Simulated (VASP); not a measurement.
# Y (Im-3m) in VASP: a series of runs, part 2 of 3

VASP 6.6.1.

### Step 5. Relaxation of cell and atoms, r2SCAN, target pressure 30 GPa, at which the enthalpy is minimised

Contents of POSCAR:

```
Y
1.0
    2.0200000000      2.0200000000      2.0200000000
   -2.0200000000      2.0200000000      2.0200000000
   -2.0200000000     -2.0200000000      2.0200000000
Y
1
Direct
    0.0000000000      0.0000000000      0.0000000000
```

Contents of INCAR.step1:

```
SYSTEM = Y
ALGO = Normal ; EDIFF = 1E-4
ENCUT = 600 ; GGA = PE
ISMEAR = -1 ; LASPH = .True.
LCHARG = .False. ; LREAL = .False.
LWAVE = .True. ; NELM = 60
PREC = Accurate ; SIGMA = 0.05
```

Contents of INCAR.step2:

```
SYSTEM = Y
ALGO = Normal ; EDIFF = 1E-6
EDIFFG = -0.01 ; ENCUT = 600
IBRION = 2 ; ISIF = 3
ISMEAR = -1 ; ISTART = 1
LASPH = .True. ; LCHARG = .False.
LMIXTAU = .True. ; LREAL = .False.
LWAVE = .False. ; METAGGA = R2SCAN
NELM = 60 ; NSW = 80
PREC = Accurate ; PSTRESS = 300.0
SIGMA = 0.05
```

Contents of KPOINTS:

```
k-points
0
Gamma
  8 8 8
  0 0 0
```

Potentials or basis: VASP PAW PBE potentials, release 64 (Y_sv).

The run is started by

```
$ cat potpaw_PBE.64/Y_sv/POTCAR > POTCAR
$ cp INCAR.step1 INCAR
$ mpirun -np 1 vasp_std > vasp.out
$ cp INCAR.step2 INCAR
$ mpirun -np 1 vasp_std > vasp.out
```

OUTCAR:

```text
SYSTEM = Y
   EDIFF = 1E-6
   EDIFFG = -0.01
   ENCUT = 600
   IBRION = 2
   ISIF = 3
   ISMEAR = -1
   ISTART = 1
   LASPH = .True.
   LREAL = .False.
   METAGGA = R2SCAN
   NELM = 60
   NSW = 80
   PREC = Accurate
   PSTRESS = 300.0

 ion  position               nearest neighbor table
   1  0.000  0.000  0.000-

  LATTYP: Found a body centered cubic cell.
 ALAT       =     4.0400000000

  Lattice vectors:

 A1 = (   2.0200000000,  -2.0200000000,  -2.0200000000)
 A2 = (   2.0200000000,   2.0200000000,   2.0200000000)
 A3 = (  -2.0200000000,  -2.0200000000,   2.0200000000)

Analysis of symmetry for initial positions (statically):
=====================================================================
 Subroutine PRICEL returns:
 Original cell was already a primitive cell.

 Routine SETGRP: Setting up the symmetry group for a
 body centered cubic supercell.

 Subroutine GETGRP returns: Found 48 space group operations
 (whereof 48 operations were pure point group operations)
 out of a pool of 48 trial point group operations.

The static configuration has the point symmetry O_h .

Analysis of symmetry for dynamics (positions and initial velocities):
=====================================================================
 Subroutine PRICEL returns:
 Original cell was already a primitive cell.

 Routine SETGRP: Setting up the symmetry group for a
 body centered cubic supercell.

 Subroutine GETGRP returns: Found 48 space group operations
 (whereof 48 operations were pure point group operations)
 out of a pool of 48 trial point group operations.

The dynamic configuration has the point symmetry O_h .

 Subroutine INISYM returns: Found 48 space group operations
 (whereof 48 operations are pure point group operations),
 and found     1 'primitive' translations

----------------------------------------------------------------------------------------

                                     Primitive cell

  volume of cell :      32.9696

  direct lattice vectors                    reciprocal lattice vectors
     2.020000000  2.020000000  2.020000000     0.247524752  0.000000000  0.247524752
    -2.020000000  2.020000000  2.020000000    -0.247524752  0.247524752  0.000000000
    -2.020000000 -2.020000000  2.020000000     0.000000000 -0.247524752  0.247524752

  length of vectors
     3.498742631  3.498742631  3.498742631     0.350052862  0.350052862  0.350052862

  position of ions in fractional coordinates (direct lattice)
     0.000000000  0.000000000  0.000000000

  ion indices of the primitive-cell ions
   primitive index   ion index
                 1           1

----------------------------------------------------------------------------------------

 KPOINTS: k-points

Automatic generation of k-mesh.
 Grid dimensions read from file:
 generate k-points for:    8    8    8

 Generating k-lattice:

  Cartesian coordinates                     Fractional coordinates (reciprocal lattice)
     0.030940594  0.000000000  0.030940594     0.125000000  0.000000000  0.000000000
    -0.030940594  0.030940594  0.000000000     0.000000000  0.125000000  0.000000000
     0.000000000 -0.030940594  0.030940594     0.000000000  0.000000000  0.125000000

  Length of vectors
     0.043756608  0.043756608  0.043756608

  Shift w.r.t. Gamma in fractional coordinates (k-lattice)
     0.000000000  0.000000000  0.000000000

 Subroutine IBZKPT returns following result:
 ===========================================

 Found     29 irreducible k-points:

 Following reciprocal coordinates:
            Coordinates               Weight
  0.000000  0.000000  0.000000      1.000000
  0.125000  0.000000  0.000000     12.000000
  0.250000  0.000000  0.000000     12.000000
  0.375000  0.000000  0.000000     12.000000
  0.500000  0.000000  0.000000      6.000000
  0.250000  0.125000  0.000000     24.000000
[... 16 lines left out ...]
  0.375000  0.250000  0.250000     24.000000
  0.500000  0.250000  0.250000     12.000000
 [... further k-points ...]
   k-points           NKPTS =     29   k-points in BZ     NKDIM =     29   number of bands    NBANDS=      9
   number of dos      NEDOS =    301   number of ions     NIONS =      1
   total plane-waves  NPLWV =  21952
   dimension x,y,z NGX =    28 NGY =   28 NGZ =   28
   dimension x,y,z NGXF=    56 NGYF=   56 NGZF=   56
   ions per type =               1
   NGX,Y,Z   is equivalent  to a cutoff of  13.30, 13.30, 13.30 a.u.
   NGXF,Y,Z  is equivalent  to a cutoff of  26.61, 26.61, 26.61 a.u.
 SYSTEM =  Y
   PREC   = accura    normal or accurate (medium, high low for compatibility)
   ISTART =      1    job   : 0-new  1-cont  2-samecut
   ICHARG =      0    charge: 1-file 2-atom 10-const
   ISPIN  =      1    spin polarized calculation?
   LNONCOLLINEAR =      F non collinear calculations
   LSORBIT =      F    spin-orbit coupling
   LASPH  =      T    aspherical Exc in radial PAW
   ENCUT  =  600.0 eV  44.10 Ry    6.64 a.u.   6.99  6.99  6.99*2*pi/ulx,y,z
   NELM   =     60;   NELMIN=  2; NELMDL=  0     # of ELM steps
   EDIFF  = 0.1E-05   stopping-criterion for ELM
   LREAL  =      F    real-space projection
   EDIFFG = -.1E-01   stopping-criterion for IOM
   NSW    =     80    number of steps for IOM
   IBRION =      2    ionic relax: 0-MD 1-quasi-New 2-CG
   NFREE  =      1    steps in history (QN), initial steepest desc. (CG)
   ISIF   =      3    stress and relaxation
   ISYM   =      2    0-nonsym 1-usesym 2-fastsym
   POTIM  = 0.5000    time-step for ionic-motion
   TEBEG  =    0.0;   TEEND  =   0.0 temperature during run
   PSTRESS=  300.0 pullay stress
   NELECT =      11.0000    total number of electrons
   NUPDOWN=      -1.0000    fix difference up-down
   EMIN   =  10.00;   EMAX   =-10.00  energy-range for DOS
   EFERMI =   0.00;   METHOD = LEGACY
   ISMEAR =    -1;   SIGMA  =   0.05  broadening in eV -4-tet -1-fermi 0-gaus
   EFERMI_NEDOS =   21; number of points for ismear=-14 and -15
   IALGO  =     38    algorithm
   IMIX   =      4    mixing-type and parameters
     AMIX     =   0.40;   BMIX     =  1.00
     AMIX_MAG =   1.60;   BMIX_MAG =  1.00
  volume/ion in A,a.u.               =      32.97       222.49
  Fermi-wavevector in a.u.,A,eV,Ry     =   1.135449  2.145688 17.541240  1.289245
  Thomas-Fermi vector in A             =   2.272154
   LORBIT       =      0    0 simple, 1 ext, 2 COOP (PROOUT), +10 PAW based schemes
   METAGGA = R2SCAN    functional components
   LHFCALC =     F    Hartree Fock is set to
   AEXX    =    0.0000 exact exchange contribution
   IVDW    =     0    specifies the selected vdW correction
   LEPSILON=     F    determine dielectric tensor
   LRPA    =     F    only Hartree local field effects (RPA)
 conjugate gradient relaxation of ions
 non-spin polarized calculation
  energy-cutoff  :      600.00
  volume of cell :       32.97
 maximum number of plane-waves:      1144
   NGX = 13   NGY = 13   NGZ = 13

--------------------------------------- Ionic step        1  -------------------------------------------

 number of electron      11.0000001 magnetization

 Free energy of the ion-electron system (eV)
  ---------------------------------------------------
  ext. energy  EPLUGINS =         0.00000000
  ---------------------------------------------------
  free energy    TOTEN  =       -20.17881729 eV

  energy without entropy =      -20.15858373  energy(sigma->0) =      -20.16870051

 E-fermi :   3.2014     XC(G=0): -10.0446

 val. band max:        3.1505516844   @ k =   0.2500  -0.3750   0.1250
 cond. band min:       3.2124841431   @ k =  -0.3750   0.2500   0.0000
 fundamental gap:      0.0619324587
 Fermi energy:         3.2014314562

 k-point     1 :       0.0000    0.0000    0.0000
  band No.  band energies     occupation
      1     -41.2273      2.00000
      2     -20.2640      2.00000
      3     -20.2640      2.00000
      4     -20.2640      2.00000
      5      -1.8658      2.00000
      6       5.1513      0.00000
      7       5.1513      0.00000
      8       5.1513      0.00000
      9       6.9993      0.00000
[... 421 lines left out ...]
  enthalpy is  TOTEN    =       -15.2280975443 eV   P V=        4.1817566337

--------------------------------------- Ionic step        5  -------------------------------------------

 number of electron      11.0000000 magnetization

 Free energy of the ion-electron system (eV)
  ---------------------------------------------------
  ext. energy  EPLUGINS =         0.00000000
  ---------------------------------------------------
  free energy    TOTEN  =       -19.34340744 eV

  energy without entropy =      -19.32656762  energy(sigma->0) =      -19.33498753

 E-fermi :   5.4173     XC(G=0): -11.9374

 val. band max:        5.4009597541   @ k =  -0.3750   0.2500   0.0000
 cond. band min:       5.4676559646   @ k =   0.5000   0.1250  -0.0000
 fundamental gap:      0.0666962105
 Fermi energy:         5.4172883574

 k-point     1 :       0.0000    0.0000    0.0000
  band No.  band energies     occupation
      1     -38.2269      2.00000
      2     -16.6248      2.00000
      3     -16.6248      2.00000
      4     -16.6248      2.00000
      5       0.1910      2.00000
      6       7.8492      0.00000
      7       7.8492      0.00000
      8       7.8492      0.00000
      9      10.5537      0.00000
[... 304 lines left out ...]
  FREE ENERGIE OF THE ION-ELECTRON SYSTEM (eV)
  ---------------------------------------------------
  free  energy   TOTEN  =       -19.3434074401 eV

  energy  without entropy=      -19.3265676162  energy(sigma->0) =      -19.33498753

  enthalpy is  TOTEN    =       -15.2299621270 eV   P V=        4.1134453131

 reached required accuracy - stopping structural energy minimisation
```

OUTCAR.step1:

```text
SYSTEM = Y
   EDIFF = 1E-4
   ENCUT = 600
   GGA = PE
   ISMEAR = -1
[... 503 lines left out ...]

 POSITION                                       TOTAL-FORCE (eV/Angst)
 -----------------------------------------------------------------------------------
      0.00000      0.00000      0.00000         0.000000     -0.000000      0.000000
 -----------------------------------------------------------------------------------
    total drift:                                0.000000     -0.000000     -0.000000

  FREE ENERGIE OF THE ION-ELECTRON SYSTEM (eV)
  ---------------------------------------------------
  free  energy   TOTEN  =        -6.3187494281 eV

  energy  without entropy=       -6.2964606081  energy(sigma->0) =       -6.30760502
```

Wall time 2.6 min (1 thread of AMD EPYC 9R45 (Zen 5), shared host); peak memory 0.2 GiB.

What came out:

| Property | Result |
| --- | --- |
| Free energy | -19.3434 eV |
| Relaxed volume | 21.97 Å³/atom |
| Relaxed cell | a = 3.056 Å, b = 3.056 Å, c = 3.056 Å, α = 70.53°, β = 109.47°, γ = 70.53° |
| Space group after relaxing (to 0.05 Å) | Im-3m (No. 229) |
| Energy change on relaxing (the enthalpy is what falls) | +835.4 meV/atom |
| Ionic steps | 5 |
| Pressure after relaxing | 30.1 GPa |

The path:
```csv
step,energy change (eV),largest force (eV/Å),pressure (GPa),volume (Å³)
1,0.0000,0.0000,0.98,32.97
2,5.9537,0.0000,187.05,11.89
3,0.6155,0.0000,24.14,23.27
4,0.7690,0.0000,28.24,22.33
5,0.8354,0.0000,30.07,21.97
```

Final structure:
```
Y
1.0
     1.76432    1.76432    1.76432
    -1.76432    1.76432    1.76432
    -1.76432   -1.76432    1.76432
Y
1
Cartesian
  0.0000 0.0000 0.0000
```

Caveat: the cell is relaxed towards a set pressure, so the enthalpy falls and the energy may rise; the volume moved by over 15 % at a fixed basis, so the end points are rough; the PAW data sets were made with another functional, which shifts forces and pressure a little.

(Continued in part 3 of 3.)
